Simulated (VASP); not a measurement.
**TiO2 (Rutile): single point with PBEsol**

**Measured values to compare with.**

From “Shallow Valence Band of Rutile GeO2 and P-type Doping”, 2020, arxiv:2011.08928, for a bulk crystal of TiO2 at 1.6 K: band gap 3.03 eV (direct).

Crystal: TiO2 (Rutile).

```
Ti O
1.0
     4.59087    0.00000    0.00000
     0.00000    4.59087    0.00000
     0.00000    0.00000    2.93923
Ti O
2 4
Direct
  0.00000 0.00000 0.00000
  0.50000 0.50000 0.50000
  0.30441 0.30441 0.00000
  0.19559 0.80441 0.50000
  0.69559 0.69559 0.00000
  0.80441 0.19559 0.50000
```

- Program: VASP 6.6.1
- Task: single point
- Functional: PBEsol
- Potentials or basis: VASP PAW PBE potentials, release 64 (Ti_sv, O)
- Cutoff: 520 eV
- k mesh: 6 × 6 × 10
- Occupations: gaussian, width 0.02 eV
- Spin: no spin polarisation
- Dipole correction: no
- Further INCAR settings: ALGO = Normal; EDIFF = 1e-06; NBANDS = 33

```yaml
Pressure: 0.6 GPa
Largest_force: 0.021 eV/Å
Band_gap_on_the_k_mesh: 1.84 eV, direct
```

Forces on the atoms (eV/Å):
```
Ti   0.000  0.000  0.000
Ti   0.000  0.000  0.000
O   -0.015 -0.015  0.000
O    0.015 -0.015  0.000
O    0.015  0.015  0.000
O   -0.015  0.015  0.000
```

Stress tensor (GPa, compression positive):
```
0.56 0.00 0.00
0.00 0.56 0.00
0.00 0.00 0.82
```

Levels at points of the mesh, in eV from the valence-band top:
```csv
k point,band 21,band 22,band 23,band 24,band 25,band 26,band 27,band 28
"(0.00, 0.00, 0.00)",-0.69,-0.46,-0.46,0.00,1.84,2.12,2.42,2.51
"(0.50, 0.00, 0.00)",-1.64,-1.64,-0.76,-0.76,2.52,2.52,3.05,3.05
"(0.50, 0.50, 0.00)",-1.29,-1.29,-1.09,-1.09,1.88,1.88,2.54,2.54
"(0.00, 0.00, 0.50)",-2.43,-2.43,-1.45,-1.45,2.99,2.99,3.23,3.23
"(0.50, 0.00, 0.50)",-2.08,-2.08,-1.06,-1.06,1.88,1.88,3.26,3.26
"(0.50, 0.50, 0.50)",-1.31,-1.31,-0.68,-0.68,2.60,2.60,3.22,3.22
```

Wall time 110 s on 1 thread of Intel(R) Xeon(R) Platinum 8259CL CPU @ 2.50GHz (Skylake/Cascade Lake), with other jobs on the host, peak memory 0.23 GiB.

Against the measured gap of TiO2, 3.03 eV (direct; 1.6 K; quoted in “Shallow Valence Band of Rutile GeO2 and P-type Doping”, 2020, arxiv:2011.08928), the calculated 1.84 eV is off by -1.19 eV. 2 values of this kind are on record in papers (3.03 to 3.05 eV); this one was drawn at random among those near their median. The value is that of PBEsol on a finite k mesh, which can miss the band edges, without temperature or zero-point motion. Semilocal functionals fall short of measured gaps as a rule.

Caveat: the PAW data sets were made with another functional, which shifts forces and pressure a little.
